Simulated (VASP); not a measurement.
# Sb (P6_3/mmc) in VASP: a series of runs

Runs on Sb. Level: RPBE. Tasks: single point.

Everything below comes from runs of VASP 6.6.1. Logs are shortened: lines on timing, memory, paths and dates and some standing lists are left out, and cuts for length are marked.

### 1 The cell of the first run

Symmetry: P6_3/mmc, No. 194, hexagonal system. Conventional cell: a = 3.322 Å, b = 3.322 Å, c = 11.278 Å, α = 90.00°, β = 90.00°, γ = 120.00°. Within 4.4 Å of Sb (site symmetry -3m) lie 12 Sb at 3.32 to 3.41 Å. Within 4.4 Å of Sb (site symmetry -6m2) lie 12 Sb at 3.32 to 3.41 Å.

### 2 Single point, RPBE (volume scaled by 0.96)

The input, INCAR:

```
  ALGO = Normal
  EDIFF = 1E-6
  ENCUT = 520
  GGA = RP
  ISIF = 2
  ISMEAR = -1
  LASPH = True
  LCHARG = False
  LREAL = False
  LWAVE = False
  NBANDS = 18
  NELM = 100
  PREC = Accurate
  SIGMA = 0.1
```

The input, KPOINTS:

```
k-points
0
Gamma
  12 12 3
```

The input, POSCAR:

```
Sb
1.0
    3.3216179586      0.0000000000      0.0000000000
   -1.6608089793      2.8766055338      0.0000000000
    0.0000000000      0.0000000000     11.2779381487
Sb
4
Direct
    1.0000000000      1.0000000000      0.0000000000
    1.0000000000      1.0000000000      0.5000000000
    0.3333333333      0.6666666667      0.2500000000
    0.6666666667      0.3333333333      0.7500000000
```

Potentials or basis: VASP PAW PBE potentials, release 64 (Sb).

On the command line:

```console
cat potpaw_PBE.64/Sb/POTCAR > POTCAR
mpirun -np 1 vasp_std > vasp.out
```

OUTCAR:

```text
EDIFF = 1E-6
   ENCUT = 520
   GGA = RP
   ISIF = 2
   ISMEAR = -1
   LASPH = True
   LREAL = False
   NELM = 100
   PREC = Accurate

 ion  position               nearest neighbor table
   1  0.000  0.000  0.000-   3 3.41   4 3.41   3 3.41   4 3.41   4 3.41   3 3.41
   2  0.000  0.000  0.500-   3 3.41   4 3.41   3 3.41   4 3.41   4 3.41   3 3.41
   3  0.333  0.667  0.250-   1 3.41   2 3.41   1 3.41   2 3.41   1 3.41   2 3.41
   4  0.667  0.333  0.750-   1 3.41   2 3.41   1 3.41   2 3.41   1 3.41   2 3.41

  LATTYP: Found a hexagonal cell.
 ALAT       =     3.3216179586
 C/A-ratio  =     3.3953146597

  Lattice vectors:

 A1 = (   3.3216179586,   0.0000000000,   0.0000000000)
 A2 = (  -1.6608089793,   2.8766055338,   0.0000000000)
 A3 = (   0.0000000000,   0.0000000000,  11.2779381487)

Analysis of symmetry for initial positions (statically):
=====================================================================
 Subroutine PRICEL returns:
 Original cell was already a primitive cell.

 Routine SETGRP: Setting up the symmetry group for a
 hexagonal supercell.

 Subroutine GETGRP returns: Found 24 space group operations
 (whereof 12 operations were pure point group operations)
 out of a pool of 24 trial point group operations.

The static configuration has the point symmetry D_3d.
 The point group associated with its full space group is D_6h.

Analysis of symmetry for dynamics (positions and initial velocities):
=====================================================================
 Subroutine PRICEL returns:
 Original cell was already a primitive cell.

 Routine SETGRP: Setting up the symmetry group for a
 hexagonal supercell.

 Subroutine GETGRP returns: Found 24 space group operations
 (whereof 12 operations were pure point group operations)
 out of a pool of 24 trial point group operations.

The dynamic configuration has the point symmetry D_3d.
 The point group associated with its full space group is D_6h.

 Subroutine INISYM returns: Found 24 space group operations
 (whereof 12 operations are pure point group operations),
 and found     1 'primitive' translations

----------------------------------------------------------------------------------------

                                     Primitive cell

  volume of cell :     107.7605

  direct lattice vectors                    reciprocal lattice vectors
     3.321617959  0.000000000  0.000000000     0.301058103  0.173815977  0.000000000
    -1.660808979  2.876605534  0.000000000     0.000000000  0.347631953  0.000000000
     0.000000000  0.000000000 11.277938149     0.000000000  0.000000000  0.088668690

  length of vectors
     3.321617959  3.321617959 11.277938149     0.347631953  0.347631953  0.088668690

  position of ions in fractional coordinates (direct lattice)
     0.000000000  0.000000000  0.000000000
     0.000000000  0.000000000  0.500000000
     0.333333333  0.666666667  0.250000000
     0.666666667  0.333333333  0.750000000

  ion indices of the primitive-cell ions
   primitive index   ion index
                 1           1
                 2           2
                 3           3
                 4           4

----------------------------------------------------------------------------------------

 KPOINTS: k-points

Automatic generation of k-mesh.
 Grid dimensions read from file:
 generate k-points for:   12   12    3

 Generating k-lattice:

  Cartesian coordinates                     Fractional coordinates (reciprocal lattice)
     0.025088175  0.014484665  0.000000000     0.083333333  0.000000000  0.000000000
     0.000000000  0.028969329  0.000000000     0.000000000  0.083333333  0.000000000
     0.000000000  0.000000000  0.029556230     0.000000000  0.000000000  0.333333333

  Length of vectors
     0.028969329  0.028969329  0.029556230

  Shift w.r.t. Gamma in fractional coordinates (k-lattice)
     0.000000000  0.000000000  0.000000000

 Subroutine IBZKPT returns following result:
 ===========================================

 Found     38 irreducible k-points:

 Following reciprocal coordinates:
            Coordinates               Weight
  0.000000  0.000000  0.000000      1.000000
  0.083333  0.000000  0.000000      6.000000
  0.166667  0.000000  0.000000      6.000000
  0.250000  0.000000  0.000000      6.000000
  0.333333  0.000000  0.000000      6.000000
  0.416667  0.000000  0.000000      6.000000
[... 16 lines left out ...]
  0.250000  0.000000  0.333333     12.000000
  0.333333  0.000000  0.333333     12.000000
 [... further k-points ...]
   k-points           NKPTS =     38   k-points in BZ     NKDIM =     38   number of bands    NBANDS=     18
   number of dos      NEDOS =    301   number of ions     NIONS =      4
   total plane-waves  NPLWV =  65856
   dimension x,y,z NGX =    28 NGY =   28 NGZ =   84
   dimension x,y,z NGXF=    56 NGYF=   56 NGZF=  168
   ions per type =               4
   NGX,Y,Z   is equivalent  to a cutoff of  14.01, 14.01, 12.38 a.u.
   NGXF,Y,Z  is equivalent  to a cutoff of  28.03, 28.03, 24.76 a.u.
 SYSTEM =  unknown system
   PREC   = accura    normal or accurate (medium, high low for compatibility)
   ISTART =      0    job   : 0-new  1-cont  2-samecut
   ICHARG =      2    charge: 1-file 2-atom 10-const
   ISPIN  =      1    spin polarized calculation?
   LNONCOLLINEAR =      F non collinear calculations
   LSORBIT =      F    spin-orbit coupling
   LASPH  =      T    aspherical Exc in radial PAW
   ENCUT  =  520.0 eV  38.22 Ry    6.18 a.u.   6.18  6.18 20.97*2*pi/ulx,y,z
   NELM   =    100;   NELMIN=  2; NELMDL= -5     # of ELM steps
   EDIFF  = 0.1E-05   stopping-criterion for ELM
   LREAL  =      F    real-space projection
[... 7 lines left out ...]
   TEBEG  =    0.0;   TEEND  =   0.0 temperature during run
   PSTRESS=    0.0 pullay stress
   NELECT =      20.0000    total number of electrons
   NUPDOWN=      -1.0000    fix difference up-down
   EMIN   =  10.00;   EMAX   =-10.00  energy-range for DOS
   EFERMI =   0.00;   METHOD = LEGACY
   ISMEAR =    -1;   SIGMA  =   0.10  broadening in eV -4-tet -1-fermi 0-gaus
   EFERMI_NEDOS =   21; number of points for ismear=-14 and -15
   IALGO  =     38    algorithm
   IMIX   =      4    mixing-type and parameters
     AMIX     =   0.40;   BMIX     =  1.00
     AMIX_MAG =   1.60;   BMIX_MAG =  1.00
  volume/ion in A,a.u.               =      26.94       181.80
  Fermi-wavevector in a.u.,A,eV,Ry     =   0.933824  1.764671 11.864646  0.872027
  Thomas-Fermi vector in A             =   2.060565
   LORBIT       =      0    0 simple, 1 ext, 2 COOP (PROOUT), +10 PAW based schemes
   GGA     = RP    functional components
   LHFCALC =     F    Hartree Fock is set to
   AEXX    =    0.0000 exact exchange contribution
   IVDW    =     0    specifies the selected vdW correction
   LEPSILON=     F    determine dielectric tensor
   LRPA    =     F    only Hartree local field effects (RPA)
 non-spin polarized calculation
  energy-cutoff  :      520.00
  volume of cell :      107.76
 maximum number of plane-waves:      2920
 NGX is ok and might be reduce to    28
   NGX = 13   NGY = 13   NGZ = 41

 number of electron      20.0000000 magnetization

 Free energy of the ion-electron system (eV)
  ---------------------------------------------------
  ext. energy  EPLUGINS =         0.00000000
  ---------------------------------------------------
  free energy    TOTEN  =       -13.89704745 eV

  energy without entropy =      -13.81988201  energy(sigma->0) =      -13.85846473

 E-fermi :   8.6088     XC(G=0): -10.1891

 val. band max:        8.5652575312   @ k =   0.1667   0.0833   0.3333
 cond. band min:       8.6184445253   @ k =   0.2500   0.1667   0.3333
 fundamental gap:      0.0531869942
 Fermi energy:         8.6088342470

 k-point     1 :       0.0000    0.0000    0.0000
  band No.  band energies     occupation
      1      -4.2942      2.00000
      2      -3.1608      2.00000
      3      -3.1492      2.00000
      4      -0.8918      2.00000
      5       2.7484      2.00000
      6       7.3789      1.99999
[... 10 lines left out ...]
     17      16.9229      0.00000
     18      17.2047      0.00000

 k-point     2 :       0.0833    0.0000    0.0000
  band No.  band energies     occupation
      1      -4.1679      2.00000
      2      -3.0361      2.00000
      3      -3.0246      2.00000
      4      -0.7771      2.00000
      5       2.8793      2.00000
      6       7.4747      1.99998
[... 10 lines left out ...]
     17      16.6426      0.00000
     18      17.0772      0.00000

 k-point     3 :       0.1667    0.0000    0.0000
  band No.  band energies     occupation
      1      -3.7905      2.00000
      2      -2.6643      2.00000
      3      -2.6531      2.00000
      4      -0.4389      2.00000
      5       3.2683      2.00000
      6       7.7030      1.99977
[... 10 lines left out ...]
     17      15.4046      0.00000
     18      16.0108      0.00000

 k-point     4 :       0.2500    0.0000    0.0000
  band No.  band energies     occupation
      1      -3.1675      2.00000
      2      -2.0545      2.00000
      3      -2.0442      2.00000
      4       0.0957      2.00000
      5       3.9011      2.00000
      6       6.9064      2.00000
[... 375 lines left out ...]
      4      -0.9328      2.00000
      5       4.0195      2.00000
      6       5.6791      2.00000
[... 10 lines left out ...]
     17      15.4013      0.00000
     18      15.5596      0.00000

 k-point    23 :       0.2500    0.0000    0.3333
  band No.  band energies     occupation
      1      -3.0405      2.00000
      2      -2.6631      2.00000
      3      -1.2401      2.00000
      4      -0.3705      2.00000
      5       4.5884      2.00000
      6       6.0431      2.00000
[... 10 lines left out ...]
     17      14.4947      0.00000
     18      14.6836      0.00000

 k-point    24 :       0.3333    0.0000    0.3333
  band No.  band energies     occupation
      1      -2.1917      2.00000
      2      -1.8244      2.00000
      3      -0.4650      2.00000
      4       0.3270      2.00000
      5       4.7673      2.00000
      6       5.1506      2.00000
[... 10 lines left out ...]
     17      13.8804      0.00000
     18      14.1374      0.00000

 [... further k-points ...]
[... 5 lines left out ...]
  --------------------------------------------------------------------------------------
  -------------------------------------------------------------------------------------
  Total        1.8526306      1.8526306      1.3383146      0.0000000      0.0000000      0.0000000
  in kB       27.5448059     27.5448059     19.8979855      0.0000000      0.0000000      0.0000000
  external PRESSURE =      24.9958658 kB  Pullay stress =       0.0000000 kB

 VOLUME and BASIS-vectors are now :
 -----------------------------------------------------------------------------
  energy-cutoff  :      520.00
  volume of cell :      107.76
      direct lattice vectors                 reciprocal lattice vectors
     3.321617959  0.000000000  0.000000000     0.301058103  0.173815977  0.000000000
    -1.660808979  2.876605534  0.000000000     0.000000000  0.347631953  0.000000000
     0.000000000  0.000000000 11.277938149     0.000000000  0.000000000  0.088668690

 POSITION                                       TOTAL-FORCE (eV/Angst)
 -----------------------------------------------------------------------------------
      0.00000      0.00000      0.00000         0.000000      0.000000      0.000000
      0.00000      0.00000      5.63897         0.000000      0.000000      0.000000
     -0.00000      1.91774      2.81948         0.000000     -0.000000      0.000000
      1.66081      0.95887      8.45845        -0.000000      0.000000      0.000000
 -----------------------------------------------------------------------------------
    total drift:                                0.000000     -0.000000      0.000000

  FREE ENERGIE OF THE ION-ELECTRON SYSTEM (eV)
  ---------------------------------------------------
  free  energy   TOTEN  =       -13.8970474451 eV

  energy  without entropy=      -13.8198820124  energy(sigma->0) =      -13.85846473
```

Wall time 2 min (1 thread of AMD EPYC 7R13, shared host); peak memory 0.22 GiB.

What came out:

```
Free energy            : -13.8970 eV
Pressure               : 2.5 GPa
Band gap on the k mesh : zero (band 10 reaches 13.32 eV, above the bottom of band 11 at 6.35 eV)
```

Caveat: the cell differs from its parent crystal (volume scaled by 0.96); the PAW data sets were made with another functional, which shifts forces and pressure a little; spin-orbit coupling is left out, which moves the levels of the heavy elements.

### 3 Single point, RPBE

This run uses another cell than the first one, of 28.06 Å³/atom, 1.042 times its volume.

The input, INCAR:

```
PREC = Accurate
ENCUT = 520
EDIFF = 1E-7
ISMEAR = -1
SIGMA = 0.1
LREAL = False
LASPH = True
NELM = 80
ALGO = Normal
ISIF = 2
LWAVE = False
LCHARG = False
GGA = RP
NBANDS = 18
```

The input, KPOINTS:

```
Automatic mesh
0
Gamma
  12 12 3
```

The input, POSCAR:

```
Sb
1.0
    3.3671252294      0.0000000000      0.0000000000
   -1.6835626147      2.9160159864      0.0000000000
    0.0000000000      0.0000000000     11.4324496523
Sb
4
Direct
    1.0000000000      1.0000000000      0.0000000000
    1.0000000000      1.0000000000      0.5000000000
    0.3333333333      0.6666666667      0.2500000000
    0.6666666667      0.3333333333      0.7500000000
```

Potentials or basis: VASP PAW PBE potentials, release 64 (Sb).

On the command line:

```console
cat potpaw_PBE.64/Sb/POTCAR > POTCAR
mpirun -np 1 vasp_std > vasp.out
```

Wall time 2.7 min (1 thread of AMD EPYC 7R13, shared host); peak memory 0.24 GiB.

It converged, with:

```
Free energy            : -13.9305 eV
Pressure               : 0.0 GPa
Band gap on the k mesh : zero (band 10 reaches 12.55 eV, above the bottom of band 11 at 5.93 eV)
```

Stress tensor (GPa, compression positive):
```
 0.12  0.00  0.00
 0.00  0.12  0.00
 0.00  0.00 -0.30
```

Levels at points of the mesh, in eV from the Fermi level:
```
           k point  band 6  band 7  band 8  band 9  band 10  band 11  band 12  band 13  band 14  band 15
(0.00, 0.00, 0.00)   -1.21   -1.21    3.85    3.85     4.46     4.46     4.51     4.51     4.54     5.27
(0.50, 0.00, 0.00)   -5.13   -3.92   -3.51   -1.65    -0.89     0.68     1.50     1.74     1.76     2.34
```

Caveat: the PAW data sets were made with another functional, which shifts forces and pressure a little; spin-orbit coupling is left out, which moves the levels of the heavy elements.

### 4 Single point, RPBE (volume scaled by 1.08)

The input, INCAR:

```
ALGO = Normal
EDIFF = 1E-7
ENCUT = 520
GGA = RP
ISIF = 2
ISMEAR = -1
LASPH = True
LCHARG = False
LREAL = False
LWAVE = False
NBANDS = 18
NELM = 60
PREC = Accurate
SIGMA = 0.1
```

The input, KPOINTS:

```
k-points
0
Gamma
  12 12 3
```

The input, POSCAR:

```
Sb
1.0
    3.4546218910      0.0000000000      0.0000000000
   -1.7273109455      2.9917903181      0.0000000000
    0.0000000000      0.0000000000     11.7295283503
Sb
4
Direct
    1.0000000000      1.0000000000      0.0000000000
    1.0000000000      1.0000000000      0.5000000000
    0.3333333333      0.6666666667      0.2500000000
    0.6666666667      0.3333333333      0.7500000000
```

On the command line:

```console
cat potpaw_PBE.64/Sb/POTCAR > POTCAR
mpirun -np 1 vasp_std > vasp.out
```

It took 2.7 min on 1 thread of AMD EPYC 7R13, shared host; peak memory 0.23 GiB.

Results (log left out):

- Free energy: -13.8202 eV
- Pressure: -3.6 GPa
- Band gap on the k mesh: zero (band 10 reaches 11.17 eV, above the bottom of band 11 at 5.18 eV)

Stress tensor (GPa, compression positive):
```
-3.68  0.00  0.00
 0.00 -3.68  0.00
 0.00  0.00 -3.57
```

Levels at points of the mesh, in eV from the Fermi level:
```csv
k point,band 8,band 9,band 10,band 11,band 12,band 13
"(0.00, 0.00, 0.00)",3.46,3.46,4.01,4.01,4.04,4.04
"(0.50, 0.00, 0.00)",-3.31,-1.48,-0.79,0.62,1.32,1.59
```

Caveat: the cell differs from its parent crystal (volume scaled by 1.08); the PAW data sets were made with another functional, which shifts forces and pressure a little; spin-orbit coupling is left out, which moves the levels of the heavy elements.

### 5 The runs side by side

| cell | gap on the mesh (eV) | pressure (GPa) |
| --- | --- | --- |
| a = 3.322, b = 3.322, c = 11.278 Å, angles 90.0, 90.0, 120.0°, 4 atoms | none | 2.5 |
| a = 3.367, b = 3.367, c = 11.432 Å, angles 90.0, 90.0, 120.0°, 4 atoms | none | 0.0 |
| a = 3.455, b = 3.455, c = 11.730 Å, angles 90.0, 90.0, 120.0°, 4 atoms | none | -3.6 |

Alike in all rows: task single point; level RPBE; potentials or basis VASP PAW PBE potentials, release 64 (Sb); no spin polarisation; k mesh 12 × 12 × 3; cutoff (eV) 520; smearing fermi-dirac 0.1 eV.

Caveats: the PAW data sets were made with another functional, which shifts forces and pressure a little; spin-orbit coupling is left out, which moves the levels of the heavy elements.

Total energies depend on the potentials used, so only differences within one code and one set of settings carry meaning.
